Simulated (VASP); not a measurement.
# TaN (P-6m2) in VASP: a series of runs, part 3 of 3

VASP 6.6.1.

### Step 5. Relaxation of cell and atoms, PBE+U

This run uses another cell than the first one, of 10.78 Å³/atom, 0.943 times its volume.

INCAR

```
SYSTEM = TaN
PREC     = Accurate       ! precision mode
ENCUT    = 600            ! plane-wave cutoff, eV
EDIFF    = 1E-7           ! SCF threshold, eV
ISMEAR   = -1             ! smearing method
SIGMA    = 0.05           ! smearing width, eV
LREAL    = .False.        ! projectors in reciprocal space
LASPH    = .True.         ! aspherical terms in the spheres
NELM     = 200            ! most SCF steps
ALGO     = Normal         ! electronic algorithm
ISIF     = 3              ! what is computed and relaxed
LWAVE    = .False.        ! write WAVECAR
LCHARG   = .False.        ! write CHGCAR
LMAXMIX  = 4              ! l up to which the mixer works
LDAU     = .True.         ! DFT+U
LDAUTYPE = 2            
LDAUL    = 2 -1           ! shell
LDAUU    = 5 0            ! U, eV
LDAUJ    = 0 0          
LDAUPRINT= 1            
GGA      = PE             ! functional
IBRION   = 2              ! ionic algorithm
NSW      = 60             ! ionic steps
EDIFFG   = -0.01          ! ionic threshold
GGA_COMPAT= .False.      
NELMIN   = 4
```

KPOINTS

```
Automatic mesh
0
Gamma
  10 10 9
  0 0 0
```

POSCAR

```
TaN
1.0
    2.9380011100      0.0000000000      0.0000000000
   -1.4690005500      2.5443836000      0.0000000000
    0.0000000000      0.0000000000      2.8830022100
Ta N
1 1
Direct
    0.3333333333      0.6666666667      0.5000000000
    0.0000000000      0.0000000000      0.0000000000
```

Potentials or basis: VASP PAW PBE potentials, release 64 (Ta_sv_GW, N).

Command:

```bash
$ cat potpaw_PBE.64/Ta_sv_GW/POTCAR potpaw_PBE.64/N/POTCAR > POTCAR
$ mpirun -np 1 vasp_std > vasp.out
```

OUTCAR:

```text
SYSTEM = TaN
   PREC = Accurate
   ENCUT = 600
   EDIFF = 1E-7
   ISMEAR = -1
   LREAL = .False.
   LASPH = .True.
   NELM = 200
   ISIF = 3
   GGA = PE
   IBRION = 2
   NSW = 60
   EDIFFG = -0.01
   NELMIN = 4

 ion  position               nearest neighbor table
   1  0.333  0.667  0.500-   2 2.23   2 2.23   2 2.23   2 2.23   2 2.23   2 2.23
   2  0.000  0.000  0.000-   1 2.23   1 2.23   1 2.23   1 2.23   1 2.23   1 2.23

  LATTYP: Found a hexagonal cell.
 ALAT       =     2.9380011100
 C/A-ratio  =     0.9812801636

  Lattice vectors:

 A1 = (   2.9380011100,   0.0000000000,   0.0000000000)
 A2 = (  -1.4690005500,   2.5443836000,   0.0000000000)
 A3 = (   0.0000000000,   0.0000000000,   2.8830022100)

Analysis of symmetry for initial positions (statically):
[... 406 lines left out ...]
 cond. band min:      12.6765552359   @ k =   0.1000  -0.0000   0.4444
 fundamental gap:      0.3049816956
 Fermi energy:        12.4894840322

 k-point     1 :       0.0000    0.0000    0.0000
  band No.  band energies     occupation
      1     -57.5843      2.00000
      2     -23.8250      2.00000
      3     -23.5981      2.00000
      4     -23.5981      2.00000
      5      -5.4619      2.00000
      6       7.8421      2.00000
      7       7.8421      2.00000
      8       8.1609      2.00000
      9       9.0386      2.00000
     10      13.4931      0.00000
     11      15.5483      0.00000
     12      15.5483      0.00000
     13      16.5766      0.00000
[... 354 lines left out ...]
  band No.  band energies     occupation
      1     -57.5239      2.00000
      2     -24.3528      2.00000
      3     -23.8196      2.00000
      4     -23.7926      2.00000
      5      -3.3034      2.00000
      6       4.2027      2.00000
      7       7.0464      2.00000
      8       8.0088      2.00000
      9      10.0613      2.00000
     10      14.8485      0.00000
     11      15.7623      0.00000
     12      16.5151      0.00000
     13      17.8113      0.00000

 [... further k-points ...]
[... 5 lines left out ...]
  --------------------------------------------------------------------------------------
  -------------------------------------------------------------------------------------
  Total       -0.0015355     -0.0015355     -0.0021113     -0.0000000     -0.0000000      0.0000000
  in kB       -0.1074631     -0.1074631     -0.1477626     -0.0000000     -0.0000000      0.0000000
  external PRESSURE =      -0.1208962 kB  Pullay stress =       0.0000000 kB
[... 17 lines left out ...]
  FREE ENERGIE OF THE ION-ELECTRON SYSTEM (eV)
  ---------------------------------------------------
  free  energy   TOTEN  =       -20.6431154916 eV

  energy  without entropy=      -20.6427970712  energy(sigma->0) =      -20.64295628

 reached required accuracy - stopping structural energy minimisation
```

OSZICAR:

```text
N       E                     dE             d eps       ncg     rms          rms(c)
DAV:   1     0.136355422772E+03    0.13636E+03   -0.12573E+04  1836   0.158E+03
DAV:   2    -0.177079394721E+02   -0.15406E+03   -0.14929E+03  2388   0.399E+02
DAV:   3    -0.245135357904E+02   -0.68056E+01   -0.67705E+01  2628   0.819E+01
[... 109 lines left out ...]
DAV:   6    -0.206431096987E+02    0.95633E-05   -0.11057E-04  2040   0.934E-02    0.140E+00
DAV:   7    -0.206431135909E+02   -0.38922E-05   -0.23591E-06  2335   0.166E-02    0.106E+00
DAV:   8    -0.206431156776E+02   -0.20867E-05   -0.20110E-06  2025   0.182E-02    0.438E-01
DAV:   9    -0.206431155894E+02    0.88127E-07   -0.10820E-06  2115   0.126E-02    0.505E-02
DAV:  10    -0.206431154916E+02    0.97816E-07   -0.19565E-08   915   0.177E-03
  10 F= -.20643115E+02 E0= -.20642956E+02  d E =-.196767E-04
```

CONTCAR:

```text
TaN
   1.00000000000000
     2.9962956694388390    0.0000000001149439    0.0000000000000000
    -1.4981478295206669    2.5948681694617561    0.0000000000000000
    -0.0000000000000000    0.0000000000000000    2.9444431340860913
  Ta              N
     1     1
Direct
     0.3333333332999970    0.6666666667000030    0.5000000000000000
     0.0000000000000000    0.0000000000000000    0.0000000000000000

  0.00000000E+00  0.00000000E+00  0.00000000E+00
  0.00000000E+00  0.00000000E+00  0.00000000E+00
```

Wall time 86 s (1 thread of AMD EPYC 9R45 (Zen 5), shared host); peak memory 0.14 GiB.

Results:

```
Free energy                            : -20.6431 eV
Relaxed volume                         : 11.45 Å³/atom
Relaxed cell                           : a = 2.996 Å, b = 2.996 Å, c = 2.944 Å, α = 90.00°, β = 90.00°, γ = 120.00°
Space group after relaxing (to 0.05 Å) : P-6m2 (No. 187)
Energy gained by relaxing              : 42.9 meV/atom
Ionic steps                            : 10
Pressure after relaxing                : 0.0 GPa
Band gap on the k mesh                 : zero (band 9 reaches 12.70 eV, above the bottom of band 10 at 12.37 eV)
```

The path:
| step | energy change (eV) | largest force (eV/Å) | pressure (GPa) | volume (Å³) |
| --- | --- | --- | --- | --- |
| 1 | 0.0000 | 0.0000 | 21.57 | 21.55 |
| 2 | 0.3289 | 0.0000 | -33.17 | 26.40 |
| 3 | -0.0855 | 0.0000 | -0.97 | 22.96 |
| 4 | -0.0858 | 0.0000 | -0.04 | 22.89 |
| 5 | -0.0857 | 0.0000 | 0.34 | 22.87 |
| 6 | -0.0858 | 0.0000 | 0.26 | 22.87 |
| 7 | -0.0858 | 0.0000 | 0.29 | 22.87 |
| 8 | -0.0858 | 0.0000 | 0.30 | 22.87 |
| 9 | -0.0858 | 0.0000 | -0.47 | 22.93 |
| 10 | -0.0858 | 0.0000 | -0.01 | 22.89 |

Final structure:
```
Ta N
1.0
     2.99630    0.00000    0.00000
    -1.49815    2.59487    0.00000
     0.00000    0.00000    2.94444
Ta N
1 1
Direct
  0.33333 0.66667 0.50000
  0.00000 0.00000 0.00000
```

Levels at points of the mesh, in eV from the Fermi level:
| k point | band 7 | band 8 | band 9 | band 10 | band 11 | band 12 |
| --- | --- | --- | --- | --- | --- | --- |
| (0.00, 0.00, 0.00) | -4.65 | -4.33 | -3.45 | 1.00 | 3.06 | 3.06 |
| (0.50, 0.00, 0.00) | -5.16 | -3.62 | -3.53 | 3.14 | 3.45 | 4.81 |

Eigenvalues of the final occupation matrices:
```csv
site,spin,trace,eigenvalues
site 1 d,1,1.06,0.15 0.15 0.24 0.24 0.29
site 1 d,2,1.06,0.15 0.15 0.24 0.24 0.29
```

Caveat: spin-orbit coupling is left out, which moves the levels of the heavy elements; U without spin polarisation on a metal has little footing.

### Step 6. Relaxation of cell and atoms, PBE+U

This run uses another cell than the first one, of 10.78 Å³/atom, 0.943 times its volume.

INCAR

```
SYSTEM = TaN
PREC = Accurate
ENCUT = 600
EDIFF = 1E-7
ISMEAR = -1
SIGMA = 0.05
LREAL = .False.
LASPH = .True.
NELM = 200
ALGO = Normal
ISIF = 3
LWAVE = .False.
LCHARG = .False.
LMAXMIX = 4
LDAU = .True.
LDAUTYPE = 2
LDAUL = 2 -1
LDAUU = 1 0
LDAUJ = 0 0
LDAUPRINT = 1
GGA = PE
IBRION = 2
NSW = 60
EDIFFG = -0.01
GGA_COMPAT = .False.
NELMIN = 4
```

KPOINTS

```
regular mesh
0
Gamma
  10 10 9
  0 0 0
```

POSCAR is that of step 5.

Potentials or basis: VASP PAW PBE potentials, release 64 (Ta_sv_GW, N).

Command:

```bash
$ cat potpaw_PBE.64/Ta_sv_GW/POTCAR potpaw_PBE.64/N/POTCAR > POTCAR
$ mpirun -np 1 vasp_std > vasp.out
```

OUTCAR:

```text
SYSTEM = TaN
   PREC = Accurate
   ENCUT = 600
   EDIFF = 1E-7
   ISMEAR = -1
   LREAL = .False.
   LASPH = .True.
   NELM = 200
   ISIF = 3
   GGA = PE
   IBRION = 2
   NSW = 60
   EDIFFG = -0.01
   NELMIN = 4

 ion  position               nearest neighbor table
   1  0.333  0.667  0.500-   2 2.23   2 2.23   2 2.23   2 2.23   2 2.23   2 2.23
   2  0.000  0.000  0.000-   1 2.23   1 2.23   1 2.23   1 2.23   1 2.23   1 2.23

  LATTYP: Found a hexagonal cell.
 ALAT       =     2.9380011100
 C/A-ratio  =     0.9812801636

  Lattice vectors:

 A1 = (   2.9380011100,   0.0000000000,   0.0000000000)
 A2 = (  -1.4690005500,   2.5443836000,   0.0000000000)
 A3 = (   0.0000000000,   0.0000000000,   2.8830022100)

Analysis of symmetry for initial positions (statically):
=====================================================================
 Subroutine PRICEL returns:
 Original cell was already a primitive cell.

 Routine SETGRP: Setting up the symmetry group for a
 hexagonal supercell.

 Subroutine GETGRP returns: Found 12 space group operations
 (whereof 12 operations were pure point group operations)
 out of a pool of 24 trial point group operations.

The static configuration has the point symmetry D_3h.

Analysis of symmetry for dynamics (positions and initial velocities):
=====================================================================
 Subroutine PRICEL returns:
 Original cell was already a primitive cell.

[... 279 lines left out ...]

  0.2578  0.0000 -0.0000  0.0000 -0.0000
  0.0000  0.1802 -0.0000  0.0000  0.0000
 -0.0000 -0.0000  0.2996  0.0000  0.0000
  0.0000  0.0000  0.0000  0.1802  0.0000
 -0.0000  0.0000  0.0000  0.0000  0.2578

 occupancies and eigenvectors

  o =  0.1802  v = -0.0000 -0.5330 -0.0000  0.8461  0.0000  0.0000  0.0000  0.0000  0.0000  0.0000      0.0000  0.0000  0.0000  0.0000  0.0000  0.0000  0.0000  0.0000  0.0000  0.0000
  o =  0.1802  v =  0.0000  0.0000  0.0000  0.0000  0.0000 -0.0000 -0.5330 -0.0000  0.8461  0.0000      0.0000  0.0000  0.0000  0.0000  0.0000  0.0000  0.0000  0.0000  0.0000  0.0000
  o =  0.1802  v = -0.0000  0.8461  0.0000  0.5330 -0.0000  0.0000  0.0000  0.0000  0.0000  0.0000      0.0000  0.0000  0.0000  0.0000  0.0000  0.0000  0.0000  0.0000  0.0000  0.0000
  o =  0.1802  v =  0.0000  0.0000  0.0000  0.0000  0.0000 -0.0000  0.8461  0.0000  0.5330 -0.0000      0.0000  0.0000  0.0000  0.0000  0.0000  0.0000  0.0000  0.0000  0.0000  0.0000
  o =  0.2578  v =  0.0000  0.0000  0.0000  0.0000  0.0000 -0.9983 -0.0000 -0.0000 -0.0000 -0.0585      0.0000  0.0000  0.0000  0.0000  0.0000  0.0000  0.0000  0.0000  0.0000  0.0000
  o =  0.2578  v = -0.9983 -0.0000 -0.0000 -0.0000 -0.0585  0.0000  0.0000  0.0000  0.0000  0.0000      0.0000  0.0000  0.0000  0.0000  0.0000  0.0000  0.0000  0.0000  0.0000  0.0000
  o =  0.2578  v =  0.0585 -0.0000  0.0000  0.0000 -0.9983  0.0000  0.0000  0.0000  0.0000  0.0000      0.0000  0.0000  0.0000  0.0000  0.0000  0.0000  0.0000  0.0000  0.0000  0.0000
  o =  0.2578  v =  0.0000  0.0000  0.0000  0.0000  0.0000  0.0585 -0.0000  0.0000  0.0000 -0.9983      0.0000  0.0000  0.0000  0.0000  0.0000  0.0000  0.0000  0.0000  0.0000  0.0000
  o =  0.2996  v =  0.0000  0.0000  0.0000  0.0000  0.0000 -0.0000 -0.0000  1.0000  0.0000  0.0000      0.0000  0.0000  0.0000  0.0000  0.0000  0.0000  0.0000  0.0000  0.0000  0.0000
  o =  0.2996  v = -0.0000 -0.0000  1.0000  0.0000  0.0000  0.0000  0.0000  0.0000  0.0000  0.0000      0.0000  0.0000  0.0000  0.0000  0.0000  0.0000  0.0000  0.0000  0.0000  0.0000

--------------------------------------- Ionic step        4  -------------------------------------------

 number of electron      17.9999999 magnetization

 Free energy of the ion-electron system (eV)
  ---------------------------------------------------
  ext. energy  EPLUGINS =         0.00000000
  ---------------------------------------------------
  free energy    TOTEN  =       -24.06978641 eV

  energy without entropy =      -24.06947267  energy(sigma->0) =      -24.06962954

 E-fermi :  12.3545     XC(G=0): -13.5571

 val. band max:       12.2322828638   @ k =   0.0000   0.0000   0.4444
 cond. band min:      12.5306385352   @ k =   0.0000   0.0000   0.3333
 fundamental gap:      0.2983556714
 Fermi energy:        12.3545464667

 k-point     1 :       0.0000    0.0000    0.0000
  band No.  band energies     occupation
      1     -56.5731      2.00000
      2     -22.8427      2.00000
      3     -22.5905      2.00000
      4     -22.5905      2.00000
      5      -5.4139      2.00000
      6       7.7813      2.00000
      7       7.7813      2.00000
      8       8.1287      2.00000
      9       9.2785      2.00000
     10      14.1964      0.00000
     11      15.7209      0.00000
     12      15.7209      0.00000
     13      16.2618      0.00000
[... 354 lines left out ...]
  band No.  band energies     occupation
      1     -56.4997      2.00000
      2     -23.4764      2.00000
      3     -22.8488      2.00000
      4     -22.8021      2.00000
      5      -3.2002      2.00000
      6       4.2898      2.00000
      7       6.9557      2.00000
      8       8.1168      2.00000
      9      10.0340      2.00000
     10      14.8131      0.00000
     11      15.7874      0.00000
     12      16.6636      0.00000
     13      17.9279      0.00000

 [... further k-points ...]
[... 5 lines left out ...]
  --------------------------------------------------------------------------------------
  -------------------------------------------------------------------------------------
  Total        0.0125652      0.0125652     -0.0195246      0.0000000     -0.0000000      0.0000000
  in kB        0.9135455      0.9135455     -1.4195273      0.0000000     -0.0000000      0.0000000
  external PRESSURE =       0.1358545 kB  Pullay stress =       0.0000000 kB
[... 17 lines left out ...]
  FREE ENERGIE OF THE ION-ELECTRON SYSTEM (eV)
  ---------------------------------------------------
  free  energy   TOTEN  =       -24.0697864117 eV

  energy  without entropy=      -24.0694726659  energy(sigma->0) =      -24.06962954

 reached required accuracy - stopping structural energy minimisation
```

OSZICAR:

```text
N       E                     dE             d eps       ncg     rms          rms(c)
DAV:   1     0.132808687678E+03    0.13281E+03   -0.12575E+04  1836   0.158E+03
DAV:   2    -0.209185839691E+02   -0.15373E+03   -0.14896E+03  2393   0.398E+02
DAV:   3    -0.277227174148E+02   -0.68041E+01   -0.67908E+01  2618   0.819E+01
[... 48 lines left out ...]
DAV:   4    -0.240697849599E+02    0.38518E-05   -0.17461E-05  1960   0.383E-02    0.488E-03
DAV:   5    -0.240697856227E+02   -0.66278E-06   -0.57779E-07  2625   0.602E-03    0.241E-02
DAV:   6    -0.240697863555E+02   -0.73280E-06   -0.44325E-07  1530   0.427E-03    0.314E-02
DAV:   7    -0.240697864678E+02   -0.11236E-06   -0.22541E-08   910   0.150E-03    0.306E-02
DAV:   8    -0.240697864117E+02    0.56165E-07   -0.41579E-09   910   0.600E-04
   4 F= -.24069786E+02 E0= -.24069630E+02  d E =-.117950E-01
```

Run time: 47 s. Hardware: 1 thread of Intel Xeon 6975P-C (Granite Rapids), shared host; peak memory 0.16 GiB.

What came out:

* Free energy: -24.0698 eV
* Relaxed volume: 11.02 Å³/atom
* Relaxed cell: a = 2.958 Å, b = 2.958 Å, c = 2.907 Å, α = 90.00°, β = 90.00°, γ = 120.00°
* Space group after relaxing (to 0.05 Å): P-6m2 (No. 187)
* Energy gained by relaxing: 5.9 meV/atom
* Ionic steps: 4
* Pressure after relaxing: 0.0 GPa
* Band gap on the k mesh: zero (band 9 reaches 12.53 eV, above the bottom of band 10 at 12.23 eV)

Step by step:
| step | energy change (eV) | largest force (eV/Å) | pressure (GPa) | volume (Å³) |
| --- | --- | --- | --- | --- |
| 1 | 0.0000 | 0.0000 | 7.88 | 21.55 |
| 2 | 0.0523 | 0.0000 | -16.00 | 23.25 |
| 3 | -0.0118 | 0.0000 | -0.13 | 22.05 |
| 4 | -0.0118 | 0.0000 | 0.01 | 22.04 |

Final structure:
```xyz
2
Lattice="2.9584 0.0000 0.0000 -1.4792 2.5621 0.0000 0.0000 0.0000 2.9073" Properties=species:S:1:pos:R:3 pbc="T T T"
Ta    0.0000    1.7080    1.4537
N     0.0000    0.0000    0.0000
```

Eigenvalues of the final occupation matrices:
```
    site  spin  trace               eigenvalues
site 1 d     1   1.18  0.18 0.18 0.26 0.26 0.30
site 1 d     2   1.18  0.18 0.18 0.26 0.26 0.30
```

Caveat: spin-orbit coupling is left out, which moves the levels of the heavy elements; U without spin polarisation on a metal has little footing.

### Step 7. Overview

```csv
task,level,potentials or basis,U,cell,second run,gap on the mesh (eV),pressure (GPa),relaxed volume (Å³/atom)
single point,PBE,"VASP PAW PBE potentials, release 64 (Ta_pv, N)",-,"a = 2.996, b = 2.996, c = 2.940 Å, angles 90.0, 90.0, 120.0°, 2 atoms",-,none,-13.4,-
relaxation of cell and atoms,PBE+U,"VASP PAW PBE potentials, release 64 (Ta_sv_GW, N)",Ta d U = 8.0 eV,"relaxed from a = 2.938, b = 2.938, c = 2.883 Å, angles 90.0, 90.0, 120.0°, 2 atoms",valence_matched,none,0.0,11.80
relaxation of cell and atoms,r2SCAN,"VASP PAW PBE potentials, release 64 (Ta_pv, N)",-,"relaxed from a = 2.938, b = 2.938, c = 2.883 Å, angles 90.0, 90.0, 120.0°, 2 atoms",-,none,0.0,10.82
relaxation of cell and atoms,PBE+U,"VASP PAW PBE potentials, release 64 (Ta_sv_GW, N)",Ta d U = 5.0 eV,"relaxed from a = 2.938, b = 2.938, c = 2.883 Å, angles 90.0, 90.0, 120.0°, 2 atoms",valence_matched,none,0.0,11.45
relaxation of cell and atoms,PBE+U,"VASP PAW PBE potentials, release 64 (Ta_sv_GW, N)",Ta d U = 1.0 eV,"relaxed from a = 2.938, b = 2.938, c = 2.883 Å, angles 90.0, 90.0, 120.0°, 2 atoms",valence_matched,none,0.0,11.02
```

Alike in all rows: no spin polarisation; k mesh 10 × 10 × 9; cutoff (eV) 600; smearing fermi-dirac 0.05 eV.

Caveats: spin-orbit coupling is left out, which moves the levels of the heavy elements; U without spin polarisation on a metal has little footing (some runs); the PAW data sets were made with another functional, which shifts forces and pressure a little (some runs).

Total energies depend on the potentials used, so only differences within one code and one set of settings carry meaning.
